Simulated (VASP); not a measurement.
# NaCl (Fm-3m) in VASP: a series of runs

NaCl is run at these levels: PBE; tasks: single point.

All numbers are computed with VASP 6.6.1; they aren't measurements. Logs are shortened: lines on timing, memory, paths and dates and some standing lists are left out, and cuts for length are marked.

## 1. The cell of the first run

The structure is cubic, space group Fm-3m (No. 225). The conventional cell has a = 5.588 Å, b = 5.588 Å, c = 5.588 Å, α = 90.00°, β = 90.00°, γ = 90.00°. Cl (site symmetry m-3m) has 6 Na at 2.79 Å within 3.7 Å. Within 3.7 Å of Na (site symmetry m-3m) lie 6 Cl at 2.79 Å.

## 2. Single point, PBE

Contents of INCAR:

```
SYSTEM = NaCl
PREC     = Accurate       ! precision mode
ENCUT    = 520            ! plane-wave cutoff, eV
EDIFF    = 1E-6           ! SCF threshold, eV
ISMEAR   = -1             ! smearing method
SIGMA    = 0.05           ! smearing width, eV
LREAL    = .FALSE.        ! projectors in reciprocal space
LASPH    = .TRUE.         ! aspherical terms in the spheres
NELM     = 80             ! most SCF steps
ALGO     = Normal         ! electronic algorithm
ISIF     = 2              ! what is computed and relaxed
LWAVE    = .FALSE.        ! write WAVECAR
LCHARG   = .TRUE.         ! write CHGCAR
GGA      = PE             ! functional
LELF     = .TRUE.         ! ELF
LVHAR    = .TRUE.       
NBANDS   = 14             ! bands
```

Contents of KPOINTS:

```
Automatic mesh
0
G
  6 6 6
  0 0 0
```

Contents of POSCAR:

```
NaCl
1.0
    0.0000000000      2.7940632177      2.7940632177
    2.7940632177      0.0000000000      2.7940632177
    2.7940632177      2.7940632177      0.0000000000
Cl Na
1 1
Direct
    0.5000000000      0.5000000000      0.5000000000
    0.0000000000      0.0000000000      0.0000000000
```

Potentials or basis: VASP PAW PBE potentials, release 64 (Cl, Na_pv).

Launch:

```sh
$ cat potpaw_PBE.64/Cl/POTCAR potpaw_PBE.64/Na_pv/POTCAR > POTCAR
$ mpirun -np 1 vasp_std > vasp.out
```

OUTCAR:

```text
SYSTEM = NaCl
   PREC = Accurate
   ENCUT = 520
   EDIFF = 1E-6
   ISMEAR = -1
   LREAL = .FALSE.
   LASPH = .TRUE.
   NELM = 80
   ISIF = 2
   GGA = PE

 ion  position               nearest neighbor table
   1  0.500  0.500  0.500-
   2  0.000  0.000  0.000-

  LATTYP: Found a face centered cubic cell.
 ALAT       =     5.5881264354

  Lattice vectors:

 A1 = (   0.0000000000,   2.7940632177,   2.7940632177)
 A2 = (   2.7940632177,   0.0000000000,   2.7940632177)
 A3 = (   2.7940632177,   2.7940632177,   0.0000000000)

Analysis of symmetry for initial positions (statically):
=====================================================================
 Subroutine PRICEL returns:
 Original cell was already a primitive cell.

 Routine SETGRP: Setting up the symmetry group for a
 face centered cubic supercell.

 Subroutine GETGRP returns: Found 48 space group operations
 (whereof 48 operations were pure point group operations)
 out of a pool of 48 trial point group operations.

The static configuration has the point symmetry O_h .

Analysis of symmetry for dynamics (positions and initial velocities):
=====================================================================
 Subroutine PRICEL returns:
 Original cell was already a primitive cell.

 Routine SETGRP: Setting up the symmetry group for a
 face centered cubic supercell.

 Subroutine GETGRP returns: Found 48 space group operations
 (whereof 48 operations were pure point group operations)
 out of a pool of 48 trial point group operations.

The dynamic configuration has the point symmetry O_h .

 Subroutine INISYM returns: Found 48 space group operations
 (whereof 48 operations are pure point group operations),
 and found     1 'primitive' translations

----------------------------------------------------------------------------------------

                                     Primitive cell

  volume of cell :      43.6253

  direct lattice vectors                    reciprocal lattice vectors
     0.000000000  2.794063218  2.794063218    -0.178950854  0.178950854  0.178950854
     2.794063218  0.000000000  2.794063218     0.178950854 -0.178950854  0.178950854
     2.794063218  2.794063218  0.000000000     0.178950854  0.178950854 -0.178950854

  length of vectors
     3.951402097  3.951402097  3.951402097     0.309951972  0.309951972  0.309951972

  position of ions in fractional coordinates (direct lattice)
     0.500000000  0.500000000  0.500000000
     0.000000000  0.000000000  0.000000000

  ion indices of the primitive-cell ions
   primitive index   ion index
                 1           1
                 2           2

----------------------------------------------------------------------------------------

 KPOINTS: Automatic mesh

Automatic generation of k-mesh.
 Grid dimensions read from file:
 generate k-points for:    6    6    6

 Generating k-lattice:

  Cartesian coordinates                     Fractional coordinates (reciprocal lattice)
    -0.029825142  0.029825142  0.029825142     0.166666667  0.000000000  0.000000000
     0.029825142 -0.029825142  0.029825142     0.000000000  0.166666667  0.000000000
     0.029825142  0.029825142 -0.029825142     0.000000000  0.000000000  0.166666667

  Length of vectors
     0.051658662  0.051658662  0.051658662

  Shift w.r.t. Gamma in fractional coordinates (k-lattice)
     0.000000000  0.000000000  0.000000000

 Subroutine IBZKPT returns following result:
 ===========================================

 Found     16 irreducible k-points:

 Following reciprocal coordinates:
            Coordinates               Weight
  0.000000  0.000000  0.000000      1.000000
  0.166667  0.000000  0.000000      8.000000
  0.333333  0.000000  0.000000      8.000000
  0.500000  0.000000  0.000000      4.000000
  0.166667  0.166667  0.000000      6.000000
  0.333333  0.166667  0.000000     24.000000
[... 8 lines left out ...]
 -0.333333  0.333333  0.166667     24.000000
 -0.333333  0.500000  0.166667     12.000000
   k-points           NKPTS =     16   k-points in BZ     NKDIM =     16   number of bands    NBANDS=     14
   number of dos      NEDOS =    301   number of ions     NIONS =      2
   total plane-waves  NPLWV =  27000
   dimension x,y,z NGX =    30 NGY =   30 NGZ =   30
   dimension x,y,z NGXF=    60 NGYF=   60 NGZF=   60
   ions per type =               1   1
   NGX,Y,Z   is equivalent  to a cutoff of  12.62, 12.62, 12.62 a.u.
   NGXF,Y,Z  is equivalent  to a cutoff of  25.24, 25.24, 25.24 a.u.
 SYSTEM =  NaCl
   PREC   = accura    normal or accurate (medium, high low for compatibility)
   ISTART =      0    job   : 0-new  1-cont  2-samecut
   ICHARG =      2    charge: 1-file 2-atom 10-const
   ISPIN  =      1    spin polarized calculation?
   LNONCOLLINEAR =      F non collinear calculations
   LSORBIT =      F    spin-orbit coupling
   LASPH  =      T    aspherical Exc in radial PAW
   ENCUT  =  520.0 eV  38.22 Ry    6.18 a.u.   7.35  7.35  7.35*2*pi/ulx,y,z
   NELM   =     80;   NELMIN=  2; NELMDL= -5     # of ELM steps
   EDIFF  = 0.1E-05   stopping-criterion for ELM
   LREAL  =      F    real-space projection
   EDIFFG = 0.1E-04   stopping-criterion for IOM
   NSW    =      0    number of steps for IOM
   IBRION =     -1    ionic relax: 0-MD 1-quasi-New 2-CG
   NFREE  =      0    steps in history (QN), initial steepest desc. (CG)
   ISIF   =      2    stress and relaxation
   ISYM   =      2    0-nonsym 1-usesym 2-fastsym
   POTIM  = 0.5000    time-step for ionic-motion
   TEBEG  =    0.0;   TEEND  =   0.0 temperature during run
   PSTRESS=    0.0 pullay stress
   NELECT =      14.0000    total number of electrons
   NUPDOWN=      -1.0000    fix difference up-down
   EMIN   =  10.00;   EMAX   =-10.00  energy-range for DOS
   EFERMI =   0.00;   METHOD = LEGACY
   ISMEAR =    -1;   SIGMA  =   0.05  broadening in eV -4-tet -1-fermi 0-gaus
   EFERMI_NEDOS =   21; number of points for ismear=-14 and -15
   IALGO  =     38    algorithm
   IMIX   =      4    mixing-type and parameters
     AMIX     =   0.40;   BMIX     =  1.00
     AMIX_MAG =   1.60;   BMIX_MAG =  1.00
  volume/ion in A,a.u.               =      21.81       147.20
  Fermi-wavevector in a.u.,A,eV,Ry     =   1.120825  2.118053 17.092312  1.256249
  Thomas-Fermi vector in A             =   2.257475
   LORBIT       =      0    0 simple, 1 ext, 2 COOP (PROOUT), +10 PAW based schemes
   GGA     = PE    functional components
   LHFCALC =     F    Hartree Fock is set to
   AEXX    =    0.0000 exact exchange contribution
   IVDW    =     0    specifies the selected vdW correction
   LEPSILON=     F    determine dielectric tensor
   LRPA    =     F    only Hartree local field effects (RPA)
 non-spin polarized calculation
  energy-cutoff  :      520.00
  volume of cell :       43.63
 maximum number of plane-waves:      1211
 NGX is ok and might be reduce to    30
   NGX = 15   NGY = 15   NGZ = 15

 number of electron      14.0000007 magnetization

 Free energy of the ion-electron system (eV)
  ---------------------------------------------------
  ext. energy  EPLUGINS =         0.00000000
  ---------------------------------------------------
  free energy    TOTEN  =        -6.76578509 eV

  energy without entropy =       -6.76578509  energy(sigma->0) =       -6.76578509

 E-fermi :   0.6007     XC(G=0):  -8.2854

 val. band max:       -0.5683949292   @ k =   0.0000   0.0000   0.0000
 cond. band min:       4.6478095485   @ k =   0.0000   0.0000   0.0000
 fundamental gap:      5.2162044777
 Fermi energy:         0.6006739433

 k-point     1 :       0.0000    0.0000    0.0000
  band No.  band energies     occupation
      1     -21.3349      2.00000
      2     -21.3349      2.00000
      3     -21.3349      2.00000
      4     -13.2912      2.00000
      5      -0.5684      2.00000
      6      -0.5684      2.00000
      7      -0.5684      2.00000
      8       4.6478      0.00000
      9      10.5797      0.00000
     10      10.5797      0.00000
     11      10.5798      0.00000
     12      12.7769      0.00000
     13      12.7769      0.00000
     14      14.4292      0.00000

 k-point     2 :       0.1667    0.0000    0.0000
  band No.  band energies     occupation
      1     -21.3433      2.00000
      2     -21.3355      2.00000
      3     -21.3354      2.00000
      4     -13.2038      2.00000
      5      -1.1946      2.00000
      6      -0.6415      2.00000
      7      -0.6415      2.00000
      8       5.4766      0.00000
      9       9.7996      0.00000
     10      10.8745      0.00000
     11      10.8745      0.00000
     12      12.4673      0.00000
     13      12.4673      0.00000
     14      15.5809      0.00000

 k-point     3 :       0.3333    0.0000    0.0000
  band No.  band energies     occupation
      1     -21.3599      2.00000
      2     -21.3366      2.00000
      3     -21.3366      2.00000
      4     -13.0209      2.00000
      5      -2.1650      2.00000
      6      -0.7809      2.00000
      7      -0.7809      2.00000
      8       6.5712      0.00000
      9       9.6481      0.00000
     10      10.7024      0.00000
     11      10.7024      0.00000
     12      13.5783      0.00000
     13      13.5783      0.00000
     14      14.8730      0.00000
[... 188 lines left out ...]
 k-point    15 :      -0.3333    0.3333    0.1667
  band No.  band energies     occupation
      1     -21.3574      2.00000
      2     -21.3473      2.00000
      3     -21.3418      2.00000
      4     -12.8743      2.00000
      5      -2.1026      2.00000
      6      -1.5957      2.00000
      7      -1.1262      2.00000
      8       8.4231      0.00000
      9       8.6973      0.00000
     10       9.5058      0.00000
     11      11.4280      0.00000
     12      13.8088      0.00000
     13      15.2717      0.00000
     14      16.2524      0.00000

 k-point    16 :      -0.3333    0.5000    0.1667
  band No.  band energies     occupation
      1     -21.3541      2.00000
      2     -21.3473      2.00000
      3     -21.3458      2.00000
      4     -12.8618      2.00000
      5      -2.0660      2.00000
      6      -1.5198      2.00000
      7      -1.3168      2.00000
      8       7.9207      0.00000
      9       8.3518      0.00000
     10      10.0704      0.00000
     11      11.6563      0.00000
     12      14.8631      0.00000
     13      15.8490      0.00000
     14      15.9536      0.00000

------------------------ aborting loop because EDIFF is reached ----------------------------------------

  FORCE on cell =-STRESS in cart. coord.  units (eV):
  Direction    XX          YY          ZZ          XY          YZ          ZX
  --------------------------------------------------------------------------------------
  -------------------------------------------------------------------------------------
  Total        0.4146614      0.4146614      0.4146614      0.0000000     -0.0000000      0.0000000
  in kB       15.2287941     15.2287941     15.2287941      0.0000000     -0.0000000      0.0000000
  external PRESSURE =      15.2287941 kB  Pullay stress =       0.0000000 kB

 VOLUME and BASIS-vectors are now :
 -----------------------------------------------------------------------------
  energy-cutoff  :      520.00
  volume of cell :       43.63
      direct lattice vectors                 reciprocal lattice vectors
     0.000000000  2.794063218  2.794063218    -0.178950854  0.178950854  0.178950854
     2.794063218  0.000000000  2.794063218     0.178950854 -0.178950854  0.178950854
     2.794063218  2.794063218  0.000000000     0.178950854  0.178950854 -0.178950854

 POSITION                                       TOTAL-FORCE (eV/Angst)
 -----------------------------------------------------------------------------------
      2.79406      2.79406      2.79406        -0.000000     -0.000000      0.000000
      0.00000      0.00000      0.00000         0.000000      0.000000      0.000000
 -----------------------------------------------------------------------------------
    total drift:                               -0.000000      0.000000      0.000000

  FREE ENERGIE OF THE ION-ELECTRON SYSTEM (eV)
  ---------------------------------------------------
  free  energy   TOTEN  =        -6.7657850887 eV

  energy  without entropy=       -6.7657850887  energy(sigma->0) =       -6.76578509
```

It took 24 s on 1 thread of AMD EPYC 7R13, shared host; peak memory 0.13 GiB.

What came out:

* Free energy: -6.7658 eV
* Pressure: 1.5 GPa
* Band gap on the k mesh: 5.22 eV, direct

(Continued in part 2 of 2.)
